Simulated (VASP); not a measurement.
# Si16Ge (a cell with a defect) in VASP: further runs, part 2 of 2

VASP 6.6.1. Earlier steps stand in the parts before.

### 4 Single point, LDA

Input file INCAR:

```
  PREC = Accurate
  ENCUT = 520
  EDIFF = 1E-7
  ISMEAR = -1
  SIGMA = 0.05
  LREAL = Auto
  LASPH = True
  NELM = 80
  ALGO = Normal
  ISIF = 2
  LWAVE = False
  LCHARG = False
  GGA = CA
  NBANDS = 53
```

Input file KPOINTS:

```
Automatic mesh
0
Gamma
  2 2 2
```

Input file POSCAR:

```
Si16Ge
1.0
    0.0000000000      5.4300000000      5.4300000000
    5.4300000000      0.0000000000      5.4300000000
    5.4300000000      5.4300000000      0.0000000000
Si Ge
16 1
Direct
    0.0125436464      0.0123022099     -0.0370206262
    0.1162514733      0.1159964088      0.1218013812
   -0.0011794659     -0.0014179558      0.4926844383
    0.1369878453      0.1367486188      0.5896443831
   -0.0251540516      0.5084150092      0.0084593923
    0.1162506446      0.6460801105      0.1218093923
   -0.0011843462      0.5100423573      0.4926924494
    0.1147529466      0.6276534991      0.6300730203
    0.5086620626     -0.0254160221      0.0084791897
    0.6463241252      0.1159965009      0.1218186004
    0.5102816759     -0.0014275322      0.4927011971
    0.6278911602      0.1145016575      0.6300928177
    0.5086576427      0.5084057090      0.0084942910
    0.6110645488      0.6107982505      0.1674833333
    0.4879626151      0.4877127072      0.5367473297
    0.6278852670      0.6276416206      0.6301081031
    0.3508263352      0.3505760589      0.9481556169
```

Run with:

```sh
$ cat potpaw_LDA.64/Si/POTCAR potpaw_LDA.64/Ge_d/POTCAR > POTCAR
$ mpirun -np 1 vasp_std > vasp.out
```

It took 6.1 min on 1 thread of Intel Xeon 8259CL, shared host; peak memory 0.4 GiB.

It converged, with:

```yaml
Free_energy: -96.3226 eV
Pressure: 2.6 GPa
Largest_force: 0.681 eV/Å
Band_gap_on_the_k_mesh: zero (bands 39 and 40 overlap by 0.18 eV)
```

Forces on the atoms (eV/Å):
```
Si   0.061  0.061 -0.060
Si   0.036  0.035  0.021
Si   0.020  0.020 -0.005
Si   0.073  0.074 -0.072
Si   0.035  0.039 -0.036
Si  -0.020  0.036 -0.036
Si   0.006  0.019 -0.020
Si   0.017 -0.003 -0.018
Si   0.040  0.034 -0.035
Si   0.036 -0.020 -0.036
Si   0.020  0.005 -0.020
Si  -0.003  0.017 -0.017
Si   0.035  0.034 -0.040
Si   0.027  0.027 -0.028
Si  -0.005 -0.003  0.006
Si   0.017  0.017  0.003
Ge  -0.393 -0.393  0.394
```

Stress tensor (GPa, compression positive):
```
 2.57 -0.63  0.63
-0.63  2.57  0.63
 0.63  0.63  2.57
```

Levels at points of the mesh, in eV from the Fermi level:
| k point | band 35 | band 36 | band 37 | band 38 | band 39 | band 40 | band 41 | band 42 | band 43 | band 44 |
| --- | --- | --- | --- | --- | --- | --- | --- | --- | --- | --- |
| (0.00, 0.00, 0.00) | -1.53 | -0.94 | -0.61 | -0.61 | -0.43 | -0.12 | -0.12 | 0.07 | 0.07 | 0.50 |
| (0.50, 0.00, 0.00) | -1.44 | -1.40 | -1.38 | -1.24 | -0.18 | 0.22 | 0.78 | 0.79 | 0.88 | 1.24 |
| (0.00, 0.50, 0.00) | -1.44 | -1.40 | -1.38 | -1.24 | -0.18 | 0.22 | 0.78 | 0.79 | 0.88 | 1.24 |
| (0.00, 0.00, 0.50) | -1.36 | -1.36 | -1.33 | -1.33 | -0.26 | 0.44 | 0.44 | 1.07 | 1.07 | 1.13 |
| (0.50, 0.50, 0.50) | -1.44 | -1.40 | -1.38 | -1.24 | -0.18 | 0.22 | 0.78 | 0.79 | 0.88 | 1.24 |
| (0.50, 0.50, 0.00) | -2.01 | -1.90 | -1.77 | -1.13 | 0.05 | 0.57 | 1.13 | 1.22 | 1.33 | 1.91 |
| (0.00, 0.50, 0.50) | -2.01 | -1.90 | -1.77 | -1.13 | 0.05 | 0.57 | 1.13 | 1.22 | 1.33 | 1.91 |
| (0.50, 0.00, 0.50) | -2.01 | -1.90 | -1.77 | -1.13 | 0.05 | 0.57 | 1.13 | 1.22 | 1.33 | 1.91 |

Caveat: the k points lie up to 0.50 Å⁻¹ apart.

### 5 Single point, LDA

Input file INCAR:

```
SYSTEM = Si16Ge
  ALGO = Normal
  EDIFF = 1E-6
  ENCUT = 520
  GGA = CA
  ISIF = 2
  ISMEAR = -1
  LASPH = .TRUE.
  LCHARG = .FALSE.
  LREAL = Auto
  LWAVE = .FALSE.
  NBANDS = 53
  NELM = 60
  PREC = Accurate
  SIGMA = 0.05
```

Input file KPOINTS:

```
k-points
0
G
  2 2 2
  0 0 0
```

Input file POSCAR:

```
Si16Ge
1.0
    0.0000000000      5.4300000000      5.4300000000
    5.4300000000      0.0000000000      5.4300000000
    5.4300000000      5.4300000000      0.0000000000
Si Ge
16 1
Direct
    0.0145542357      0.0145065378     -0.0435790976
    0.1168011971      0.1167511050      0.1157188766
   -0.0024045120     -0.0024430018      0.4940533149
    0.1376802026      0.1376385820      0.5870291897
   -0.0213044199      0.5092523020      0.0027955801
    0.1167922652      0.6507202578      0.1157366483
   -0.0024130755      0.5107791897      0.4940710866
    0.1148472376      0.6266273481      0.6318925414
    0.5093057090     -0.0213697974      0.0028119705
    0.6507729282      0.1167283610      0.1157618785
    0.5108187845     -0.0024648250      0.4940966851
    0.6266667587      0.1148015654      0.6319113260
    0.5093030387      0.5092452118      0.0028231123
    0.6126101289      0.6125425414      0.1623077348
    0.4881225599      0.4880776243      0.5357127993
    0.6266588398      0.6266069061      0.6319238490
    0.2750240331      0.2749625230      1.1750490792
```

Potentials or basis: VASP PAW LDA potentials, release 64 (Si, Ge_d).

Run with:

```sh
$ cat potpaw_LDA.64/Si/POTCAR potpaw_LDA.64/Ge_d/POTCAR > POTCAR
$ mpirun -np 1 vasp_std > vasp.out
```

OUTCAR:

```text
SYSTEM = Si16Ge
   EDIFF = 1E-6
   ENCUT = 520
   GGA = CA
   ISIF = 2
   ISMEAR = -1
   LASPH = .TRUE.
   LREAL = Auto
   NELM = 60
   PREC = Accurate

 ion  position               nearest neighbor table
   1  0.015  0.015  0.956-  10 2.29   6 2.29   2 2.29   4 2.32
   2  0.117  0.117  0.116-   1 2.29   3 2.37  17 2.40   5 2.46   9 2.46
   3  0.998  0.998  0.494-  12 2.33   8 2.33   4 2.35   2 2.37  17 3.03
   4  0.138  0.138  0.587-   1 2.32   3 2.35   7 2.35  11 2.35  17 2.58
   5  0.979  0.509  0.003-  14 2.31   8 2.33   2 2.46   6 2.46  17 2.59
   6  0.117  0.651  0.116-   1 2.29   7 2.37  17 2.40   5 2.46  13 2.46
   7  0.998  0.511  0.494-  16 2.33   8 2.33   4 2.35   6 2.37  17 3.03
   8  0.115  0.627  0.632-   5 2.33   7 2.33   3 2.33  15 2.35
   9  0.509  0.979  0.003-  14 2.31  12 2.33   2 2.46  10 2.46  17 2.59
  10  0.651  0.117  0.116-   1 2.29  11 2.37  17 2.40   9 2.46  13 2.46
  11  0.511  0.998  0.494-  16 2.33  12 2.33   4 2.35  10 2.37  17 3.03
  12  0.627  0.115  0.632-   9 2.33  11 2.33   3 2.33  15 2.35
  13  0.509  0.509  0.003-  14 2.31  16 2.33   6 2.46  10 2.46  17 2.59
  14  0.613  0.613  0.162-   5 2.31   9 2.31  13 2.31  15 2.34
  15  0.488  0.488  0.536-  14 2.34  16 2.35  12 2.35   8 2.35
  16  0.627  0.627  0.632-  13 2.33  11 2.33   7 2.33  15 2.35
  17  0.275  0.275  0.175-  10 2.40   6 2.40   2 2.40   4 2.58  13 2.59   9 2.59   5 2.59   3 3.03
                             7 3.03  11 3.03

  LATTYP: Found a face centered cubic cell.
 ALAT       =    10.8600000000

  Lattice vectors:

 A1 = (   0.0000000000,   5.4300000000,   5.4300000000)
 A2 = (   5.4300000000,   0.0000000000,   5.4300000000)
 A3 = (   5.4300000000,   5.4300000000,   0.0000000000)

Analysis of symmetry for initial positions (statically):
=====================================================================
 Subroutine PRICEL returns:
 Original cell was already a primitive cell.

 Routine SETGRP: Setting up the symmetry group for a
 face centered cubic supercell.

 Subroutine GETGRP returns: Found  1 space group operations
 (whereof  1 operations were pure point group operations)
 out of a pool of 48 trial point group operations.

The static configuration has the point symmetry C_1 .

Analysis of symmetry for dynamics (positions and initial velocities):
=====================================================================
 Subroutine PRICEL returns:
 Original cell was already a primitive cell.

 Routine SETGRP: Setting up the symmetry group for a
 face centered cubic supercell.

 Subroutine GETGRP returns: Found  1 space group operations
 (whereof  1 operations were pure point group operations)
 out of a pool of 48 trial point group operations.

The dynamic configuration has the point symmetry C_1 .

 Subroutine INISYM returns: Found  1 space group operations
 (whereof  1 operations are pure point group operations),
 and found     1 'primitive' translations

----------------------------------------------------------------------------------------

                                     Primitive cell

  volume of cell :     320.2060

  direct lattice vectors                    reciprocal lattice vectors
     0.000000000  5.430000000  5.430000000    -0.092081031  0.092081031  0.092081031
     5.430000000  0.000000000  5.430000000     0.092081031 -0.092081031  0.092081031
     5.430000000  5.430000000  0.000000000     0.092081031  0.092081031 -0.092081031

  length of vectors
     7.679179644  7.679179644  7.679179644     0.159489025  0.159489025  0.159489025

  position of ions in fractional coordinates (direct lattice)
[... 75 lines left out ...]
   number of dos      NEDOS =    301   number of ions     NIONS =     17
   total plane-waves  NPLWV = 216000
   dimension x,y,z NGX =    60 NGY =   60 NGZ =   60
   dimension x,y,z NGXF=   120 NGYF=  120 NGZF=  120
   ions per type =              16   1
   NGX,Y,Z   is equivalent  to a cutoff of  12.99, 12.99, 12.99 a.u.
   NGXF,Y,Z  is equivalent  to a cutoff of  25.98, 25.98, 25.98 a.u.
 SYSTEM =  Si16Ge
   PREC   = accura    normal or accurate (medium, high low for compatibility)
   ISTART =      0    job   : 0-new  1-cont  2-samecut
   ICHARG =      2    charge: 1-file 2-atom 10-const
   ISPIN  =      1    spin polarized calculation?
   LNONCOLLINEAR =      F non collinear calculations
   LSORBIT =      F    spin-orbit coupling
   LASPH  =      T    aspherical Exc in radial PAW
   ENCUT  =  520.0 eV  38.22 Ry    6.18 a.u.  14.28 14.28 14.28*2*pi/ulx,y,z
   NELM   =     60;   NELMIN=  2; NELMDL= -5     # of ELM steps
   EDIFF  = 0.1E-05   stopping-criterion for ELM
   LREAL  =      T    real-space projection
   EDIFFG = 0.1E-04   stopping-criterion for IOM
   NSW    =      0    number of steps for IOM
   IBRION =     -1    ionic relax: 0-MD 1-quasi-New 2-CG
   NFREE  =      0    steps in history (QN), initial steepest desc. (CG)
   ISIF   =      2    stress and relaxation
   ISYM   =      2    0-nonsym 1-usesym 2-fastsym
   POTIM  = 0.5000    time-step for ionic-motion
   TEBEG  =    0.0;   TEEND  =   0.0 temperature during run
   PSTRESS=    0.0 pullay stress
   NELECT =      78.0000    total number of electrons
   NUPDOWN=      -1.0000    fix difference up-down
   EMIN   =  10.00;   EMAX   =-10.00  energy-range for DOS
   EFERMI =   0.00;   METHOD = LEGACY
   ISMEAR =    -1;   SIGMA  =   0.05  broadening in eV -4-tet -1-fermi 0-gaus
   EFERMI_NEDOS =   21; number of points for ismear=-14 and -15
   IALGO  =     38    algorithm
   IMIX   =      4    mixing-type and parameters
     AMIX     =   0.40;   BMIX     =  1.00
     AMIX_MAG =   1.60;   BMIX_MAG =  1.00
  volume/ion in A,a.u.               =      18.84       127.11
  Fermi-wavevector in a.u.,A,eV,Ry     =   1.022421  1.932096 14.222785  1.045345
  Thomas-Fermi vector in A             =   2.156100
   LORBIT       =      0    0 simple, 1 ext, 2 COOP (PROOUT), +10 PAW based schemes
   GGA     = CA    functional components
   LHFCALC =     F    Hartree Fock is set to
   AEXX    =    0.0000 exact exchange contribution
   IVDW    =     0    specifies the selected vdW correction
   LEPSILON=     F    determine dielectric tensor
   LRPA    =     F    only Hartree local field effects (RPA)
 non-spin polarized calculation
  energy-cutoff  :      520.00
  volume of cell :      320.21
 maximum number of plane-waves:      8646
 NGX is ok and might be reduce to    60
   NGX = 29   NGY = 29   NGZ = 29

 number of electron      77.9999996 magnetization

 Free energy of the ion-electron system (eV)
  ---------------------------------------------------
  ext. energy  EPLUGINS =         0.00000000
  ---------------------------------------------------
  free energy    TOTEN  =       -96.31584459 eV

  energy without entropy =      -96.26656337  energy(sigma->0) =      -96.29120398

 E-fermi :   6.7544     XC(G=0):  -9.9405

 val. band max:        6.6312167939   @ k =   0.0000   0.0000   0.0000
 cond. band min:       6.8046805286   @ k =   0.5000   0.0000   0.5000
 fundamental gap:      0.1734637347
 Fermi energy:         6.7543994450

 k-point     1 :       0.0000    0.0000    0.0000
  band No.  band energies     occupation
      1     -18.4154      2.00000
      2     -18.4154      2.00000
      3     -18.4052      2.00000
      4     -18.3889      2.00000
      5     -18.3889      2.00000
      6      -6.5479      2.00000
[... 421 lines left out ...]
     50      10.2161      0.00000
     51      10.3937      0.00000
 [bands above 51 left out]

------------------------ aborting loop because EDIFF is reached ----------------------------------------

  FORCE on cell =-STRESS in cart. coord.  units (eV):
  Direction    XX          YY          ZZ          XY          YZ          ZX
  --------------------------------------------------------------------------------------
  -------------------------------------------------------------------------------------
  Total        5.1113842      5.1091527      5.1119298     -1.2952092      1.2947943      1.2946766
  in kB       25.5752344     25.5640688     25.5779643     -6.4806866      6.4786104      6.4780216
  external PRESSURE =      25.5724225 kB  Pullay stress =       0.0000000 kB

 VOLUME and BASIS-vectors are now :
 -----------------------------------------------------------------------------
  energy-cutoff  :      520.00
  volume of cell :      320.21
      direct lattice vectors                 reciprocal lattice vectors
     0.000000000  5.430000000  5.430000000    -0.092081031  0.092081031  0.092081031
     5.430000000  0.000000000  5.430000000     0.092081031 -0.092081031  0.092081031
     5.430000000  5.430000000  0.000000000     0.092081031  0.092081031 -0.092081031

 POSITION                                       TOTAL-FORCE (eV/Angst)
 -----------------------------------------------------------------------------------
      5.27214      5.27239      0.15780        -0.027765     -0.027872      0.027881
      1.26231      1.26258      1.26819        -0.034981     -0.035024      0.035451
      8.09944      8.09965     10.83368        -0.015446     -0.015567     -0.004980
      3.93495      3.93517      1.49498         0.002265      0.002352     -0.002237
      2.78042      5.32950      8.07956        -0.036523      0.019415      0.036631
      4.16186      1.26263      4.16759        -0.035554     -0.034925      0.035077
[... 9 lines left out ...]
      6.83382      6.83410      6.80523        -0.021145     -0.020738      0.005460
      2.44356      2.44390      2.98643         0.395399      0.395422     -0.395445
 -----------------------------------------------------------------------------------
    total drift:                                0.001476      0.000884     -0.001747

  FREE ENERGIE OF THE ION-ELECTRON SYSTEM (eV)
  ---------------------------------------------------
  free  energy   TOTEN  =       -96.3158445947 eV

  energy  without entropy=      -96.2665633659  energy(sigma->0) =      -96.29120398
```

It took 5.7 min on 1 thread of Intel Xeon 8259CL, shared host; peak memory 0.4 GiB.

Results:

| Quantity | Value |
| --- | --- |
| Free energy | -96.3158 eV |
| Pressure | 2.6 GPa |
| Largest force | 0.685 eV/Å |
| Band gap on the k mesh | zero (bands 39 and 40 overlap by 0.17 eV) |

Forces in eV/Å, atoms in the order of the input:
```
Si  -0.028 -0.028  0.028
Si  -0.035 -0.035  0.035
Si  -0.015 -0.016 -0.005
Si   0.002  0.002 -0.002
Si  -0.037  0.019  0.037
Si  -0.036 -0.035  0.035
Si   0.005 -0.016  0.016
Si  -0.021 -0.005  0.021
Si   0.020 -0.036  0.036
Si  -0.035 -0.035  0.035
Si  -0.016  0.005  0.016
Si  -0.005 -0.021  0.021
Si  -0.036 -0.037 -0.020
Si  -0.062 -0.062  0.062
Si  -0.076 -0.076  0.076
Si  -0.021 -0.021  0.005
Ge   0.395  0.395 -0.395
```

Levels at points of the mesh, in eV from the Fermi level:
```csv
k point,band 37,band 38,band 39,band 40,band 41,band 42
"(0.00, 0.00, 0.00)",-0.61,-0.61,-0.43,-0.12,-0.12,0.07
"(0.50, 0.00, 0.00)",-1.38,-1.24,-0.17,0.22,0.78,0.79
"(0.00, 0.50, 0.00)",-1.38,-1.24,-0.17,0.22,0.78,0.79
"(0.00, 0.00, 0.50)",-1.32,-1.32,-0.26,0.44,0.44,1.07
"(0.50, 0.50, 0.50)",-1.38,-1.24,-0.17,0.22,0.78,0.79
"(0.50, 0.50, 0.00)",-1.77,-1.13,0.05,0.57,1.13,1.23
"(0.00, 0.50, 0.50)",-1.77,-1.13,0.05,0.57,1.13,1.23
"(0.50, 0.00, 0.50)",-1.77,-1.13,0.05,0.57,1.13,1.23
```

Caveat: the k points lie up to 0.50 Å⁻¹ apart.

### 6 Summary

| cell | gap on the mesh (eV) | pressure (GPa) | largest force (eV/Å) |
| --- | --- | --- | --- |
| as given, atomic positions A | none | 2.4 | 0.56 |
| as given, atomic positions B | none | 2.5 | 0.50 |
| as given, atomic positions C | none | 2.6 | 0.68 |
| as given, atomic positions D | none | 2.6 | 0.68 |

Alike in all rows: task single point; level LDA; potentials or basis VASP PAW LDA potentials, release 64 (Si, Ge_d); no spin polarisation; k mesh 2 × 2 × 2; cutoff (eV) 520; smearing fermi-dirac 0.05 eV.

Caveats: all runs use coarse meshes.

Total energies depend on the potentials used, so only differences within one code and one set of settings carry meaning.
